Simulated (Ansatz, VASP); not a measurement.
# One calculation of WC, two programs

```
CELL_PARAMETERS angstrom
2.91971 0.00000 0.00000
-1.45986 2.52854 0.00000
0.00000 0.00000 2.84774
ATOMIC_POSITIONS crystal
W 0.00000 0.00000 0.00000
C 0.66667 0.33333 0.50000
```

Change from the starting cell: volume scaled by 1.02, crystal datasets.

Alike in both runs: task electric field gradients; functional PBEsol; k mesh 13 × 13 × 12; occupations fermi-dirac, width 0.05 eV; no spin polarisation.

|  | VASP | Ansatz |
| --- | --- | --- |
| version | VASP 6.6.1 | Ansatz 0.2.0 |
| potentials or method | VASP PAW PBE potentials, release 64 (W_sv, C), cutoff 520 eV | all-electron PAW with datasets made for the crystal, scalar-relativistic |

|  | VASP | Ansatz | Ansatz less VASP |
| --- | --- | --- | --- |
| pressure (GPa) | -7.4 | -8.4 | -1.09 |
| traceless stress, the component that is largest in VASP (GPa) | -0.85 | -1.08 | -0.234 |
| size of Vzz on the site where it differs most (V/Å²) | 139.2 | 129.2 | -10.03 |

VASP's potentials were made for PBE, not for PBEsol. Ansatz ran all-electron here, and VASP with PAW potentials.

Spin-orbit coupling is off throughout.
